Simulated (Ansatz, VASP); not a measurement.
# Two plane-wave programs on SrTiC2

```
Sr Ti C
1.0
     3.79053    0.00000    0.00000
    -1.89527    3.28270    0.00000
     0.00000    0.00000    6.09160
Sr Ti C
1 1 2
Cartesian
  0.0000 0.0000 3.0458
  0.0000 0.0000 0.0000
  0.0000 2.1885 0.0000
  1.8953 1.0942 0.0000
```

Alike in both runs: functional PBE; k mesh 6 × 6 × 4; occupations gaussian, width 0.1 eV; no spin polarisation.

Ansatz relaxed the structure, and its values are those at the end. VASP's run is a single point on that final structure, the one shown.

|  | VASP | Ansatz |
| --- | --- | --- |
| version | VASP 6.6.1 | Ansatz 0.2.0 |
| potentials or method | VASP PAW PBE potentials, release 64 (Sr_sv, Ti_sv, C), cutoff 520 eV | scalar-relativistic, plane waves, PAW |
| valence electrons in the cell | 30 | 30 |

```tsv
	VASP	Ansatz	Ansatz less VASP
gap on the k mesh at the Fermi level (eV)	none	none	-
pressure (GPa)	0.1	0.0	-0.07
```

A gap of «none» marks a metal or a gap that the smearing closes. With one functional, cell and mesh, what is left measures potentials, basis and numerics.
